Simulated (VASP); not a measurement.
# GaGe (F-43m) in VASP: a series of runs

The runs below take GaGe through relaxation of cell and atoms, single point, with PBEsol+D4, LDA.

Program: VASP 6.6.1. These are calculated values, not measurements. Logs are shortened: lines on timing, memory, paths and dates and some standing lists are left out, and cuts for length are marked.

## 1. The cell of the first run

Symmetry: F-43m, No. 216, cubic system. Conventional cell: a = 5.796 Å, b = 5.796 Å, c = 5.796 Å, α = 90.00°, β = 90.00°, γ = 90.00°. Ge (site symmetry -43m) has 4 Ga at 2.51 Å within 3.3 Å. Ga (site symmetry -43m) has 4 Ge at 2.51 Å within 3.3 Å.

## 2. Relaxation of cell and atoms, PBEsol+D4

INCAR

```
PREC     = Accurate       # precision mode
ENCUT    = 600            # plane-wave cutoff, eV
EDIFF    = 1E-6           # SCF threshold, eV
ISMEAR   = -1             # smearing method
SIGMA    = 0.05           # smearing width, eV
LREAL    = F              # projectors in reciprocal space
LASPH    = T              # aspherical terms in the spheres
NELM     = 80             # most SCF steps
ALGO     = Normal         # electronic algorithm
ISIF     = 3              # what is computed and relaxed
LWAVE    = F              # write WAVECAR
LCHARG   = F              # write CHGCAR
GGA      = PS             # functional
IVDW     = 13             # dispersion correction
IBRION   = 2              # ionic algorithm
NSW      = 60             # ionic steps
EDIFFG   = -0.01          # ionic threshold
```

KPOINTS

```
Automatic mesh
0
Gamma
  8 8 8
```

POSCAR

```
GaGe
1.0
    0.0000000000      2.8978440000      2.8978440000
    2.8978440000      0.0000000000      2.8978440000
    2.8978440000      2.8978440000      0.0000000000
Ge Ga
1 1
Direct
    0.0000000000      0.0000000000      0.0000000000
    0.2500000000      0.2500000000      0.2500000000
```

Potentials or basis: VASP PAW PBE potentials, release 64 (Ge_d, Ga_d).

Run with:

```sh
$ cat potpaw_PBE.64/Ge_d/POTCAR potpaw_PBE.64/Ga_d/POTCAR > POTCAR
$ mpirun -np 1 vasp_std > vasp.out
```

OUTCAR:

```text
PREC = Accurate
   ENCUT = 600
   EDIFF = 1E-6
   ISMEAR = -1
   LREAL = F
   LASPH = T
   NELM = 80
   ISIF = 3
   GGA = PS
   IVDW = 13
   IBRION = 2
   NSW = 60
   EDIFFG = -0.01

 ion  position               nearest neighbor table
   1  0.000  0.000  0.000-   2 2.51   2 2.51   2 2.51   2 2.51
   2  0.250  0.250  0.250-   1 2.51   1 2.51   1 2.51   1 2.51

  LATTYP: Found a face centered cubic cell.
 ALAT       =     5.7956880000

  Lattice vectors:

 A1 = (   0.0000000000,   2.8978440000,   2.8978440000)
 A2 = (   2.8978440000,   0.0000000000,   2.8978440000)
 A3 = (   2.8978440000,   2.8978440000,   0.0000000000)

Analysis of symmetry for initial positions (statically):
=====================================================================
 Subroutine PRICEL returns:
 Original cell was already a primitive cell.

 Routine SETGRP: Setting up the symmetry group for a
 face centered cubic supercell.

 Subroutine GETGRP returns: Found 24 space group operations
 (whereof 24 operations were pure point group operations)
 out of a pool of 48 trial point group operations.

The static configuration has the point symmetry T_d .

Analysis of symmetry for dynamics (positions and initial velocities):
=====================================================================
 Subroutine PRICEL returns:
 Original cell was already a primitive cell.

 Routine SETGRP: Setting up the symmetry group for a
 face centered cubic supercell.

 Subroutine GETGRP returns: Found 24 space group operations
 (whereof 24 operations were pure point group operations)
 out of a pool of 48 trial point group operations.

The dynamic configuration has the point symmetry T_d .

 Subroutine INISYM returns: Found 24 space group operations
 (whereof 24 operations are pure point group operations),
 and found     1 'primitive' translations

----------------------------------------------------------------------------------------

                                     Primitive cell

  volume of cell :      48.6693

  direct lattice vectors                    reciprocal lattice vectors
     0.000000000  2.897844000  2.897844000    -0.172542069  0.172542069  0.172542069
     2.897844000  0.000000000  2.897844000     0.172542069 -0.172542069  0.172542069
     2.897844000  2.897844000  0.000000000     0.172542069  0.172542069 -0.172542069

  length of vectors
     4.098170286  4.098170286  4.098170286     0.298851630  0.298851630  0.298851630

  position of ions in fractional coordinates (direct lattice)
     0.000000000  0.000000000  0.000000000
     0.250000000  0.250000000  0.250000000

  ion indices of the primitive-cell ions
   primitive index   ion index
                 1           1
                 2           2

----------------------------------------------------------------------------------------

 KPOINTS: Automatic mesh

Automatic generation of k-mesh.
 Grid dimensions read from file:
 generate k-points for:    8    8    8

 Generating k-lattice:

  Cartesian coordinates                     Fractional coordinates (reciprocal lattice)
    -0.021567759  0.021567759  0.021567759     0.125000000  0.000000000  0.000000000
     0.021567759 -0.021567759  0.021567759     0.000000000  0.125000000  0.000000000
     0.021567759  0.021567759 -0.021567759     0.000000000  0.000000000  0.125000000

  Length of vectors
     0.037356454  0.037356454  0.037356454

  Shift w.r.t. Gamma in fractional coordinates (k-lattice)
     0.000000000  0.000000000  0.000000000

 Subroutine IBZKPT returns following result:
 ===========================================

 Found     29 irreducible k-points:

 Following reciprocal coordinates:
            Coordinates               Weight
  0.000000  0.000000  0.000000      1.000000
  0.125000  0.000000  0.000000      8.000000
  0.250000  0.000000  0.000000      8.000000
  0.375000  0.000000  0.000000      8.000000
  0.500000  0.000000  0.000000      4.000000
  0.125000  0.125000  0.000000      6.000000
[... 16 lines left out ...]
  0.500000  0.250000  0.125000     48.000000
 -0.375000  0.250000  0.125000     24.000000
 [... further k-points ...]
   k-points           NKPTS =     29   k-points in BZ     NKDIM =     29   number of bands    NBANDS=     17
   number of dos      NEDOS =    301   number of ions     NIONS =      2
   total plane-waves  NPLWV =  46656
   dimension x,y,z NGX =    36 NGY =   36 NGZ =   36
   dimension x,y,z NGXF=    72 NGYF=   72 NGZF=   72
   ions per type =               1   1
   NGX,Y,Z   is equivalent  to a cutoff of  14.60, 14.60, 14.60 a.u.
   NGXF,Y,Z  is equivalent  to a cutoff of  29.21, 29.21, 29.21 a.u.
 SYSTEM =  unknown system
   PREC   = accura    normal or accurate (medium, high low for compatibility)
   ISTART =      0    job   : 0-new  1-cont  2-samecut
   ICHARG =      2    charge: 1-file 2-atom 10-const
   ISPIN  =      1    spin polarized calculation?
   LNONCOLLINEAR =      F non collinear calculations
   LSORBIT =      F    spin-orbit coupling
   LASPH  =      T    aspherical Exc in radial PAW
   ENCUT  =  600.0 eV  44.10 Ry    6.64 a.u.   8.19  8.19  8.19*2*pi/ulx,y,z
   NELM   =     80;   NELMIN=  2; NELMDL= -5     # of ELM steps
   EDIFF  = 0.1E-05   stopping-criterion for ELM
   LREAL  =      F    real-space projection
   EDIFFG = -.1E-01   stopping-criterion for IOM
   NSW    =     60    number of steps for IOM
   IBRION =      2    ionic relax: 0-MD 1-quasi-New 2-CG
   NFREE  =      1    steps in history (QN), initial steepest desc. (CG)
   ISIF   =      3    stress and relaxation
   ISYM   =      2    0-nonsym 1-usesym 2-fastsym
   POTIM  = 0.5000    time-step for ionic-motion
   TEBEG  =    0.0;   TEEND  =   0.0 temperature during run
   PSTRESS=    0.0 pullay stress
   NELECT =      27.0000    total number of electrons
   NUPDOWN=      -1.0000    fix difference up-down
   EMIN   =  10.00;   EMAX   =-10.00  energy-range for DOS
   EFERMI =   0.00;   METHOD = LEGACY
   ISMEAR =    -1;   SIGMA  =   0.05  broadening in eV -4-tet -1-fermi 0-gaus
   EFERMI_NEDOS =   21; number of points for ismear=-14 and -15
   IALGO  =     38    algorithm
   IMIX   =      4    mixing-type and parameters
     AMIX     =   0.40;   BMIX     =  1.00
     AMIX_MAG =   1.60;   BMIX_MAG =  1.00
  volume/ion in A,a.u.               =      24.33       164.22
  Fermi-wavevector in a.u.,A,eV,Ry     =   1.345172  2.542006 24.619567  1.809487
  Thomas-Fermi vector in A             =   2.473106
   LORBIT       =      0    0 simple, 1 ext, 2 COOP (PROOUT), +10 PAW based schemes
   GGA     = PS    functional components
   LHFCALC =     F    Hartree Fock is set to
   AEXX    =    0.0000 exact exchange contribution
   IVDW    =    13    specifies the selected vdW correction
   LEPSILON=     F    determine dielectric tensor
   LRPA    =     F    only Hartree local field effects (RPA)
 conjugate gradient relaxation of ions
 non-spin polarized calculation
  energy-cutoff  :      600.00
  volume of cell :       48.67
 maximum number of plane-waves:      1639
 NGX is ok and might be reduce to    36
   NGX = 17   NGY = 17   NGZ = 17

--------------------------------------- Ionic step        1  -------------------------------------------

 number of electron      27.0000007 magnetization

 Free energy of the ion-electron system (eV)
  ---------------------------------------------------
  ext. energy  EPLUGINS =         0.00000000
  ---------------------------------------------------
  free energy    TOTEN  =        -7.89969645 eV

  energy without entropy =       -7.89117906  energy(sigma->0) =       -7.89543776

 E-fermi :   2.9229     XC(G=0):  -9.7394

 val. band max:        2.6816645003   @ k =   0.2500   0.2500   0.0000
 cond. band min:       2.9620293280   @ k =  -0.1250   0.1250   0.0000
 fundamental gap:      0.2803648277
 Fermi energy:         2.9228647272

 k-point     1 :       0.0000    0.0000    0.0000
  band No.  band energies     occupation
      1     -20.9623      2.00000
      2     -20.9623      2.00000
      3     -20.9623      2.00000
      4     -20.9425      2.00000
      5     -20.9425      2.00000
      6     -11.3793      2.00000
[... 457 lines left out ...]
      4     -20.9424      2.00000
      5     -20.9410      2.00000
      6     -11.4116      2.00000
[... 9 lines left out ...]
     16       7.7940      0.00000
     17      10.2120      0.00000

 [... further k-points ...]

------------------------ aborting loop because EDIFF is reached ----------------------------------------

  DFT-D4 for vdW energy calculation

  Edisp (eV):   -0.39030
[... 151 lines left out ...]
--------------------------------------- Ionic step        5  -------------------------------------------

 number of electron      26.9999994 magnetization

 E-fermi :   3.4213     XC(G=0): -10.0482

 val. band max:        3.2781817169   @ k =   0.1250   0.1250   0.0000
 cond. band min:       3.4488118988   @ k =  -0.1250   0.1250   0.0000
 fundamental gap:      0.1706301819
 Fermi energy:         3.4213008090

 k-point     1 :       0.0000    0.0000    0.0000
  band No.  band energies     occupation
      1     -20.4500      2.00000
      2     -20.4500      2.00000
      3     -20.4500      2.00000
      4     -20.4257      2.00000
      5     -20.4257      2.00000
      6     -10.9185      2.00000
[... 457 lines left out ...]
      4     -20.4254      2.00000
      5     -20.4237      2.00000
      6     -10.9599      2.00000
[... 9 lines left out ...]
     16       8.4129      0.00000
     17      11.0828      0.00000

 [... further k-points ...]

------------------------ aborting loop because EDIFF is reached ----------------------------------------

  DFT-D4 for vdW energy calculation

  Edisp (eV):   -0.41485
[... 71 lines left out ...]
--------------------------------------- Ionic step        7  -------------------------------------------

 number of electron      26.9999994 magnetization

 Free energy of the ion-electron system (eV)
  ---------------------------------------------------
  ext. energy  EPLUGINS =         0.00000000
  ---------------------------------------------------
  free energy    TOTEN  =        -7.91401453 eV

  energy without entropy =       -7.90547567  energy(sigma->0) =       -7.90974510

 E-fermi :   3.4396     XC(G=0): -10.0593

 val. band max:        3.3047648072   @ k =   0.1250   0.1250   0.0000
 cond. band min:       3.4665618659   @ k =  -0.1250   0.1250   0.0000
 fundamental gap:      0.1617970587
 Fermi energy:         3.4396478906

 k-point     1 :       0.0000    0.0000    0.0000
  band No.  band energies     occupation
      1     -20.4316      2.00000
      2     -20.4316      2.00000
      3     -20.4316      2.00000
      4     -20.4071      2.00000
      5     -20.4071      2.00000
      6     -10.9017      2.00000
[... 457 lines left out ...]
      4     -20.4069      2.00000
      5     -20.4051      2.00000
      6     -10.9435      2.00000
[... 9 lines left out ...]
     16       8.4353      0.00000
     17      11.1145      0.00000

 [... further k-points ...]

------------------------ aborting loop because EDIFF is reached ----------------------------------------

  DFT-D4 for vdW energy calculation

  Edisp (eV):   -0.41575
[... 25 lines left out ...]
  FREE ENERGIE OF THE ION-ELECTRON SYSTEM (eV)
  ---------------------------------------------------
  free  energy   TOTEN  =        -8.3297679829 eV

  energy  without entropy=       -8.3212291237  energy(sigma->0) =       -8.32549855

 reached required accuracy - stopping structural energy minimisation
```

Run time: 2.1 min. Hardware: 1 thread of Intel Xeon 8259CL, shared host; peak memory 0.23 GiB.

Results:

```yaml
Free_energy: -8.3298 eV
Relaxed_volume: 22.71 Å³/atom
Relaxed_cell: a = 4.005 Å, b = 4.005 Å, c = 4.005 Å, α = 60.00°, β = 60.00°, γ = 60.00°
Space_group_after_relaxing_to_0.1_Å: F-43m (No. 216)
Energy_gained_by_relaxing: 19.9 meV/atom
Ionic_steps: 7
Pressure_after_relaxing: -0.1 GPa
Band_gap_on_the_k_mesh: zero (an odd number of electrons rules out a gap without spin polarisation)
Dispersion_energy_per_atom: -0.208 eV
```

The path:
```tsv
step	energy change (eV)	largest force (eV/Å)	pressure (GPa)	volume (Å³)
1	0.0000	0.0000	-3.58	48.67
2	-0.0392	0.0000	0.56	44.94
3	-0.0398	0.0000	0.33	45.34
4	-0.0395	0.0000	-0.11	45.59
5	-0.0396	0.0000	-0.24	45.53
6	-0.0398	0.0000	-0.22	45.43
7	-0.0398	0.0000	-0.06	45.42
```

Final structure:
```
CELL_PARAMETERS angstrom
0.00000 2.83192 2.83192
2.83192 0.00000 2.83192
2.83192 2.83192 0.00000
ATOMIC_POSITIONS crystal
Ge 0.00000 0.00000 0.00000
Ga 0.25000 0.25000 0.25000
```

Caveat: the PAW data sets were made with another functional, which shifts forces and pressure a little.

## 3. Single point, LDA, non-collinear spin, zero start, spin-orbit coupling (21.41 Å³/atom)

This run uses another cell than the first one, of 21.41 Å³/atom.

INCAR

```
ALGO = Normal
EDIFF = 1E-7
ENCUT = 520
GGA_COMPAT = False
ISIF = 2
ISMEAR = 0
LASPH = True
LCHARG = False
LORBIT = 11
LORBMOM = True
LREAL = False
LSORBIT = True
LWAVE = False
MAGMOM = 0 0 0 0 0 0
NBANDS = 39
NELM = 150
PREC = Accurate
SIGMA = 0.01
```

KPOINTS

```
k-points
0
Gamma
  6 6 6
```

POSCAR

```
GaGe
1.0
    0.0000000000      2.7769574569      2.7769574569
    2.7769574569      0.0000000000      2.7769574569
    2.7769574569      2.7769574569      0.0000000000
Ge Ga
1 1
Direct
    0.0000000000      0.0000000000      0.0000000000
    0.2500000000      0.2500000000      0.2500000000
```

Potentials or basis: VASP PAW LDA potentials, release 64 (Ge_d, Ga_d).

Run with:

```sh
$ cat potpaw_LDA.64/Ge_d/POTCAR potpaw_LDA.64/Ga_d/POTCAR > POTCAR
$ mpirun -np 1 vasp_ncl > vasp.out
```

OUTCAR:

```text
EDIFF = 1E-7
   ENCUT = 520
   ISIF = 2
   ISMEAR = 0
   LASPH = True
   LORBIT = 11
   LREAL = False
   LSORBIT = True
   NELM = 150
   PREC = Accurate

 ion  position               nearest neighbor table
   1  0.000  0.000  0.000-   2 2.40   2 2.40   2 2.40   2 2.40
   2  0.250  0.250  0.250-   1 2.40   1 2.40   1 2.40   1 2.40

  LATTYP: Found a face centered cubic cell.
 ALAT       =     5.5539149138

  Lattice vectors:

 A1 = (   0.0000000000,   2.7769574569,   2.7769574569)
 A2 = (   2.7769574569,   0.0000000000,   2.7769574569)
[... 1212 lines left out ...]
    -0.0001596    -0.0001596    -0.0005197     0.0000000    -0.0001732
    -0.0006930    -0.0001732     0.0000000    -0.0001732     0.0000000
 l=   3
     0.0000000     0.0000000     0.0000000     0.0000000     0.0000000     0.0000000     0.0000000
     0.0000000     0.0000000     0.0000000     0.0000000     0.0000000     0.0000000     0.0000000
     0.0000000     0.0000000     0.0000000     0.0000000     0.0000000     0.0000000     0.0000000
     0.0000000     0.0000000     0.0000000     0.0000000     0.0000000     0.0000000     0.0000000
     0.0000000     0.0000000     0.0000000     0.0000000     0.0000000     0.0000000     0.0000000
     0.0000000     0.0000000     0.0000000     0.0000000     0.0000000     0.0000000     0.0000000
     0.0000000     0.0000000     0.0000000     0.0000000     0.0000000     0.0000000     0.0000000

 total charge

# of ion       s       p       d       tot
------------------------------------------
    1        1.184   1.245  10.010  12.439
    2        0.966   0.852   9.970  11.788
--------------------------------------------------
tot          2.150   2.097  19.980  24.227

 magnetization (x)

# of ion       s       p       d       tot
------------------------------------------
    1        0.000   0.000   0.000   0.000
    2       -0.000   0.000   0.000  -0.000
--------------------------------------------------
tot         -0.000   0.000   0.000   0.000

 magnetization (y)

# of ion       s       p       d       tot
------------------------------------------
    1        0.000   0.000   0.000   0.000
    2        0.000   0.000   0.000   0.000
--------------------------------------------------
tot          0.000   0.000   0.000   0.000

 magnetization (z)

# of ion       s       p       d       tot
------------------------------------------
    1       -0.000   0.000   0.000  -0.000
    2       -0.000   0.000   0.000   0.000
--------------------------------------------------
tot         -0.000   0.000   0.000  -0.000
```

OSZICAR:

```text
N       E                     dE             d eps       ncg     rms          rms(c)
DAV:   1     0.239908556250E+03    0.23991E+03   -0.12854E+04  2029   0.329E+03
DAV:   2     0.389992185688E+02   -0.20091E+03   -0.19143E+03  1732   0.793E+02
DAV:   3    -0.582745851406E+01   -0.44827E+02   -0.44289E+02  1877   0.200E+02
DAV:   4    -0.850647681603E+01   -0.26790E+01   -0.26709E+01  1995   0.553E+01
DAV:   5    -0.856733071890E+01   -0.60854E-01   -0.60843E-01  2033   0.902E+00    0.259E+00
DAV:   6    -0.848490878704E+01    0.82422E-01   -0.95825E-02  2236   0.534E+00    0.143E+00
DAV:   7    -0.845535038245E+01    0.29558E-01   -0.40981E-02  2246   0.227E+00    0.274E-01
DAV:   8    -0.845465019649E+01    0.70019E-03   -0.82233E-03  2037   0.116E+00    0.161E-01
DAV:   9    -0.845467780852E+01   -0.27612E-04   -0.33806E-04  2033   0.197E-01    0.507E-02
DAV:  10    -0.845468482225E+01   -0.70137E-05   -0.64399E-05  2157   0.110E-01    0.123E-02
DAV:  11    -0.845468519806E+01   -0.37581E-06   -0.18750E-05  1947   0.638E-02    0.426E-03
DAV:  12    -0.845468544178E+01   -0.24372E-06   -0.20643E-06  2185   0.197E-02    0.104E-03
DAV:  13    -0.845468541487E+01    0.26914E-07   -0.25374E-07  1831   0.887E-03
   1 F= -.84546854E+01 E0= -.84544315E+01  d E =-.507854E-03  mag=    -0.0000    -0.0000    -0.0000
```

It took 1.8 min on 1 thread of AMD EPYC 7R13, shared host; peak memory 0.22 GiB.

Results:

```
Free energy                                           : -8.4547 eV
Pressure                                              : 3.3 GPa
Net moment                                            : 0.00 μB per cell
Valence electrons inside the program's atomic spheres : Ge 12.44; Ga 11.79
```

Moments on the atoms (μB; x, y, z):
```
Ge  0.00 0.00 0.00
Ga  0.00 0.00 0.00
```

Caveat: the cell stands under pressure.
